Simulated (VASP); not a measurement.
# Cu in VASP: single point with LDA

Aim: the single point of Cu with LDA.

Program: VASP 6.6.1. These are calculated values, not measurements. Logs are shortened: lines on timing, memory, paths and dates and some standing lists are left out, and cuts for length are marked.

## (1) The cell of the first run

The cell holds a slab with vacuum, 7 atoms: a = 2.556 Å, b = 2.556 Å, c = 25.845 Å, α = 90.00°, β = 90.00°, γ = 90.00°.

## (2) Single point, LDA

INCAR reads:

```
  ALGO = Normal
  DIPOL = 0.5 0.5 0.493
  EDIFF = 1E-6
  ENCUT = 610
  GGA_COMPAT = F
  IDIPOL = 3
  ISIF = 2
  ISMEAR = -1
  LASPH = T
  LCHARG = T
  LDIPOL = T
  LELF = T
  LREAL = F
  LVACPOTAV = T
  LVHAR = T
  LWAVE = F
  NBANDS = 76
  NELM = 120
  NELMDL = -8
  PREC = Accurate
  SIGMA = 0.05
```

KPOINTS reads:

```
k-points
0
Gamma
  10 10 1
```

POSCAR reads:

```
Cu
1.0
    2.5561910140      0.0000000000      0.0000000000
    0.0000000000      2.5561910140      0.0000000000
    0.0000000000      0.0000000000     25.8450000000
Cu
7
Direct
    0.5000000000      0.5000000000      0.2901915264
    0.0000000000      0.0000000000      0.3601276843
    0.5000000000      0.5000000000      0.4300638421
    0.0000000000      0.0000000000      0.4950288643
    0.5000000000      0.5000000000      0.5602127301
    0.0000000000      0.0000000000      0.6257420817
    0.5000000000      0.5000000000      0.6886942278
```

Potentials or basis: VASP PAW LDA potentials, release 64 (Cu_sv_GW).

Started as:

```
cat potpaw_LDA.64/Cu_sv_GW/POTCAR > POTCAR
mpirun -np 1 vasp_std > vasp.out
```

OUTCAR:

```text
EDIFF = 1E-6
   ENCUT = 610
   ISIF = 2
   ISMEAR = -1
   LASPH = T
   LREAL = F
   NELM = 120
   NELMDL = -8
   PREC = Accurate

 ion  position               nearest neighbor table
   1  0.500  0.500  0.290-   2 2.56   2 2.56   2 2.56   2 2.56
   2  0.000  0.000  0.360-   3 2.56   3 2.56   3 2.56   3 2.56   1 2.56   1 2.56   1 2.56   1 2.56

   3  0.500  0.500  0.430-   4 2.47   4 2.47   4 2.47   4 2.47   2 2.56   2 2.56   2 2.56   2 2.56

   4  0.000  0.000  0.495-   3 2.47   3 2.47   3 2.47   3 2.47   5 2.47   5 2.47   5 2.47   5 2.47

   5  0.500  0.500  0.560-   4 2.47   4 2.47   4 2.47   4 2.47   6 2.48   6 2.48   6 2.48   6 2.48

   6  0.000  0.000  0.626-   7 2.43   7 2.43   7 2.43   7 2.43   5 2.48   5 2.48   5 2.48   5 2.48

   7  0.500  0.500  0.689-   6 2.43   6 2.43   6 2.43   6 2.43

  LATTYP: Found a simple tetragonal cell.
 ALAT       =     2.5561910140
 C/A-ratio  =    10.1107467550

  Lattice vectors:

 A1 = (   2.5561910140,   0.0000000000,   0.0000000000)
 A2 = (   0.0000000000,   2.5561910140,   0.0000000000)
 A3 = (   0.0000000000,   0.0000000000,  25.8450000000)

Analysis of symmetry for initial positions (statically):
=====================================================================
 Subroutine PRICEL returns:
 Original cell was already a primitive cell.

 Routine SETGRP: Setting up the symmetry group for a
 simple tetragonal supercell.

 Subroutine GETGRP returns: Found  8 space group operations
 (whereof  8 operations were pure point group operations)
 out of a pool of 16 trial point group operations.

The static configuration has the point symmetry C_4v.

Analysis of symmetry for dynamics (positions and initial velocities):
=====================================================================
 Subroutine PRICEL returns:
 Original cell was already a primitive cell.

 Routine SETGRP: Setting up the symmetry group for a
 simple tetragonal supercell.

 Subroutine GETGRP returns: Found  8 space group operations
 (whereof  8 operations were pure point group operations)
 out of a pool of 16 trial point group operations.

The dynamic configuration has the point symmetry C_4v.

 Subroutine INISYM returns: Found  8 space group operations
 (whereof  8 operations are pure point group operations),
 and found     1 'primitive' translations

----------------------------------------------------------------------------------------

                                     Primitive cell

  volume of cell :     168.8741

  direct lattice vectors                    reciprocal lattice vectors
     2.556191014  0.000000000  0.000000000     0.391207071  0.000000000  0.000000000
     0.000000000  2.556191014  0.000000000     0.000000000  0.391207071  0.000000000
     0.000000000  0.000000000 25.845000000     0.000000000  0.000000000  0.038692204

  length of vectors
     2.556191014  2.556191014 25.845000000     0.391207071  0.391207071  0.038692204

  position of ions in fractional coordinates (direct lattice)
     0.500000000  0.500000000  0.290191526
     0.000000000  0.000000000  0.360127684
     0.500000000  0.500000000  0.430063842
     0.000000000  0.000000000  0.495028864
     0.500000000  0.500000000  0.560212730
     0.000000000  0.000000000  0.625742082
     0.500000000  0.500000000  0.688694228

  ion indices of the primitive-cell ions
   primitive index   ion index
                 1           1
                 2           2
                 3           3
                 4           4
                 5           5
                 6           6
                 7           7

----------------------------------------------------------------------------------------

 KPOINTS: k-points

Automatic generation of k-mesh.
 Grid dimensions read from file:
 generate k-points for:   10   10    1

 Generating k-lattice:

  Cartesian coordinates                     Fractional coordinates (reciprocal lattice)
     0.039120707  0.000000000  0.000000000     0.100000000  0.000000000  0.000000000
     0.000000000  0.039120707  0.000000000     0.000000000  0.100000000  0.000000000
     0.000000000  0.000000000  0.038692204     0.000000000  0.000000000  1.000000000

  Length of vectors
     0.039120707  0.039120707  0.038692204

  Shift w.r.t. Gamma in fractional coordinates (k-lattice)
     0.000000000  0.000000000  0.000000000

 Subroutine IBZKPT returns following result:
 ===========================================

 Found     21 irreducible k-points:

 Following reciprocal coordinates:
            Coordinates               Weight
  0.000000  0.000000  0.000000      1.000000
  0.100000  0.000000  0.000000      4.000000
  0.200000  0.000000  0.000000      4.000000
  0.300000  0.000000  0.000000      4.000000
  0.400000  0.000000  0.000000      4.000000
  0.500000  0.000000  0.000000      2.000000
[... 13 lines left out ...]
  0.500000  0.400000  0.000000      4.000000
  0.500000  0.500000  0.000000      1.000000
   k-points           NKPTS =     21   k-points in BZ     NKDIM =     21   number of bands    NBANDS=     76
   number of dos      NEDOS =    301   number of ions     NIONS =      7
   total plane-waves  NPLWV = 120960
   dimension x,y,z NGX =    24 NGY =   24 NGZ =  210
   dimension x,y,z NGXF=    48 NGYF=   48 NGZF=  420
   ions per type =               7
   NGX,Y,Z   is equivalent  to a cutoff of  15.61, 15.61, 13.51 a.u.
   NGXF,Y,Z  is equivalent  to a cutoff of  31.22, 31.22, 27.02 a.u.
 SYSTEM =  unknown system
   PREC   = accura    normal or accurate (medium, high low for compatibility)
   ISTART =      0    job   : 0-new  1-cont  2-samecut
   ICHARG =      2    charge: 1-file 2-atom 10-const
   ISPIN  =      1    spin polarized calculation?
   LNONCOLLINEAR =      F non collinear calculations
   LSORBIT =      F    spin-orbit coupling
   LASPH  =      T    aspherical Exc in radial PAW
   ENCUT  =  610.0 eV  44.83 Ry    6.70 a.u.   5.15  5.15 52.05*2*pi/ulx,y,z
   NELM   =    120;   NELMIN=  2; NELMDL= -8     # of ELM steps
   EDIFF  = 0.1E-05   stopping-criterion for ELM
   LREAL  =      F    real-space projection
   EDIFFG = 0.1E-04   stopping-criterion for IOM
   NSW    =      0    number of steps for IOM
   IBRION =     -1    ionic relax: 0-MD 1-quasi-New 2-CG
   NFREE  =      0    steps in history (QN), initial steepest desc. (CG)
   ISIF   =      2    stress and relaxation
   ISYM   =      2    0-nonsym 1-usesym 2-fastsym
   POTIM  = 0.5000    time-step for ionic-motion
   TEBEG  =    0.0;   TEEND  =   0.0 temperature during run
   PSTRESS=    0.0 pullay stress
   NELECT =     133.0000    total number of electrons
   NUPDOWN=      -1.0000    fix difference up-down
   EMIN   =  10.00;   EMAX   =-10.00  energy-range for DOS
   EFERMI =   0.00;   METHOD = LEGACY
   ISMEAR =    -1;   SIGMA  =   0.05  broadening in eV -4-tet -1-fermi 0-gaus
   EFERMI_NEDOS =   21; number of points for ismear=-14 and -15
   IALGO  =     38    algorithm
   IMIX   =      4    mixing-type and parameters
     AMIX     =   0.40;   BMIX     =  1.00
     AMIX_MAG =   1.60;   BMIX_MAG =  1.00
  volume/ion in A,a.u.               =      24.12       162.80
  Fermi-wavevector in a.u.,A,eV,Ry     =   1.511835  2.856953 31.098080  2.285644
  Thomas-Fermi vector in A             =   2.621839
   LORBIT       =      0    0 simple, 1 ext, 2 COOP (PROOUT), +10 PAW based schemes
   GGA     = CA    functional components
   LHFCALC =     F    Hartree Fock is set to
   AEXX    =    0.0000 exact exchange contribution
   IVDW    =     0    specifies the selected vdW correction
   LEPSILON=     F    determine dielectric tensor
   LRPA    =     F    only Hartree local field effects (RPA)
 non-spin polarized calculation
  energy-cutoff  :      610.00
  volume of cell :      168.87
 maximum number of plane-waves:      5825
 NGX is ok and might be reduce to    24
   NGX = 11   NGY = 11   NGZ =105

 dipolmoment           0.000000      0.000000      0.000047 electrons x Angstroem

 number of electron     132.9999963 magnetization

 dipolmoment           0.000000      0.000000     -0.001270 electrons x Angstroem

 Free energy of the ion-electron system (eV)
  ---------------------------------------------------
  ext. energy  EPLUGINS =         0.00000000
  ---------------------------------------------------
  free energy    TOTEN  =       -32.15950513 eV

  energy without entropy =      -32.13955961  energy(sigma->0) =      -32.14953237

 E-fermi :   1.0373     XC(G=0):  -7.3957

 val. band max:        0.9486797197   @ k =   0.5000   0.1000   0.0000
 cond. band min:       1.0391373723   @ k =   0.5000   0.1000   0.0000
 fundamental gap:      0.0904576527
 Fermi energy:         1.0373315872

 k-point     1 :       0.0000    0.0000    0.0000
  band No.  band energies     occupation
      1    -110.5767      2.00000
      2    -110.5588      2.00000
      3    -110.5431      2.00000
      4    -110.4690      2.00000
      5    -110.3954      2.00000
      6    -110.0690      2.00000
[... 68 lines left out ...]
     75       8.2883      0.00000
     76       9.4433      0.00000

 k-point     2 :       0.1000    0.0000    0.0000
  band No.  band energies     occupation
      1    -110.5758      2.00000
      2    -110.5577      2.00000
      3    -110.5430      2.00000
      4    -110.4684      2.00000
      5    -110.3948      2.00000
      6    -110.0684      2.00000
[... 68 lines left out ...]
     75       8.5189      0.00000
     76       9.6242      0.00000

 k-point     3 :       0.2000    0.0000    0.0000
  band No.  band energies     occupation
      1    -110.5737      2.00000
      2    -110.5555      2.00000
      3    -110.5429      2.00000
      4    -110.4671      2.00000
      5    -110.3935      2.00000
      6    -110.0670      2.00000
[... 1411 lines left out ...]
     75       9.2222      0.00000
     76       9.4688      0.00000

 k-point    21 :       0.5000    0.5000    0.0000
  band No.  band energies     occupation
      1    -110.5640      2.00000
      2    -110.5429      2.00000
      3    -110.5403      2.00000
      4    -110.4593      2.00000
      5    -110.3856      2.00000
      6    -110.0590      2.00000
[... 68 lines left out ...]
     75       8.5371      0.00000
     76       8.9677      0.00000

------------------------ aborting loop because EDIFF is reached ----------------------------------------

  FORCE on cell =-STRESS in cart. coord.  units (eV):
  Direction    XX          YY          ZZ          XY          YZ          ZX
  --------------------------------------------------------------------------------------
  -------------------------------------------------------------------------------------
  Total       -6.6188555     -6.6188555     -4.1449880      0.0000000      0.0000000     -0.0000000
  in kB      -62.7957628    -62.7957628    -39.3251801      0.0000000      0.0000000     -0.0000000
  external PRESSURE =     -54.9722352 kB  Pullay stress =       0.0000000 kB

 VOLUME and BASIS-vectors are now :
 -----------------------------------------------------------------------------
  energy-cutoff  :      610.00
  volume of cell :      168.87
      direct lattice vectors                 reciprocal lattice vectors
     2.556191014  0.000000000  0.000000000     0.391207071  0.000000000  0.000000000
     0.000000000  2.556191014  0.000000000     0.000000000  0.391207071  0.000000000
     0.000000000  0.000000000 25.845000000     0.000000000  0.000000000  0.038692204

 POSITION                                       TOTAL-FORCE (eV/Angst)
 -----------------------------------------------------------------------------------
      1.27810      1.27810      7.50000        -0.000000     -0.000000      0.705121
      0.00000      0.00000      9.30750         0.000000     -0.000000     -0.239563
      1.27810      1.27810     11.11500         0.000000     -0.000000     -0.505766
      0.00000      0.00000     12.79402         0.000000     -0.000000      0.004384
      1.27810      1.27810     14.47870         0.000000      0.000000      0.001934
      0.00000      0.00000     16.17230         0.000000      0.000000      0.000494
      1.27810      1.27810     17.79930         0.000000     -0.000000      0.033397
 -----------------------------------------------------------------------------------
    total drift:                                0.000000     -0.000000      0.006959

  FREE ENERGIE OF THE ION-ELECTRON SYSTEM (eV)
  ---------------------------------------------------
  free  energy   TOTEN  =       -32.1595051303 eV

  energy  without entropy=      -32.1395596069  energy(sigma->0) =      -32.14953237

 vacuum level on the upper side and lower side of the slab         5.934         5.970
```

Wall time 21 min (1 thread of Intel Xeon Platinum 8259CL at 2.50GHz (Skylake/Cascade Lake), shared host); peak memory 0.43 GiB.

Results:

- Free energy: -32.1595 eV
- Largest force: 0.705 eV/Å
- Band gap on the k mesh: zero (an odd number of electrons rules out a gap without spin polarisation)

Forces on the atoms (eV/Å):
```
Cu   0.000  0.000  0.705
Cu   0.000  0.000 -0.240
Cu   0.000  0.000 -0.506
Cu   0.000  0.000  0.004
Cu   0.000  0.000  0.002
Cu   0.000  0.000  0.000
Cu   0.000  0.000  0.033
```

Levels at points of the mesh, in eV from the Fermi level:
```
           k point  band 63  band 64  band 65  band 66  band 67  band 68  band 69  band 70  band 71  band 72
(0.00, 0.00, 0.00)    -1.55    -1.55    -1.50    -1.45    -1.45    -1.43    -0.80     0.64     1.84     4.65
(0.50, 0.00, 0.00)    -1.50    -0.78    -0.64    -0.49    -0.37    -0.28    -0.13     0.01     3.24     3.43
(0.50, 0.50, 0.00)    -1.06     1.59     1.59     2.91     2.91     4.41     4.41     6.27     6.27     7.14
```

The gap in the log of VASP goes by the Fermi energy; the results here count the filled bands.